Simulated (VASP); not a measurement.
Wanted: the native input for a VASP 6.6.1 run.

| Item | Value |
| --- | --- |
| Task | single point |
| Functional | PBEsol |
| Potentials or basis | VASP PAW PBE potentials, release 64 (Ti_sv, Rh_pv) |
| Cutoff | 520 eV |
| k mesh | 16 × 16 × 14 |
| Occupations | gaussian, width 0.15 eV |
| Spin | no spin polarisation |
| Dipole correction | no |
| Further INCAR settings | ALGO = Fast; EDIFF = 1e-06; NBANDS = 20 |

The structure of TiRh lies in POSCAR:

```
TiRh
1.0
    2.8386000000      0.0000000000      0.0000000000
    0.0000000000      2.8386000000      0.0000000000
    0.0000000000      0.0000000000      3.1825000000
Ti Rh
1 1
Direct
    0.5000000000      0.5000000000      0.5000000000
    0.0000000000      0.0000000000      0.0000000000
```

This cell differs from its parent crystal: strain -0.050 along x and y, -0.050 along z.

One way to write it, as run:

INCAR

```
SYSTEM = TiRh
PREC = Accurate
ENCUT = 520
EDIFF = 1E-6
ISMEAR = 0
SIGMA = 0.15
LREAL = .False.
LASPH = .True.
NELM = 100
ALGO = Fast
ISIF = 2
LWAVE = .False.
LCHARG = .False.
GGA = PS
NBANDS = 20
```

KPOINTS

```
regular mesh
0
Gamma
  16 16 14
  0 0 0
```

Potentials or basis: VASP PAW PBE potentials, release 64 (Ti_sv, Rh_pv).

Run with:

```console
$ cat potpaw_PBE.64/Ti_sv/POTCAR potpaw_PBE.64/Rh_pv/POTCAR > POTCAR
$ mpirun -np 1 vasp_std > vasp.out
```

It gave:

```
Pressure : 32.1 GPa
```

Caveat: the cell differs from its parent crystal (strain -0.050 along x and y, -0.050 along z); the PAW data sets were made with another functional, which shifts forces and pressure a little.

It took 2.3 min on 1 thread of Intel(R) Xeon(R) Platinum 8559C (Emerald Rapids) (shared host), peak memory 0.29 GiB.
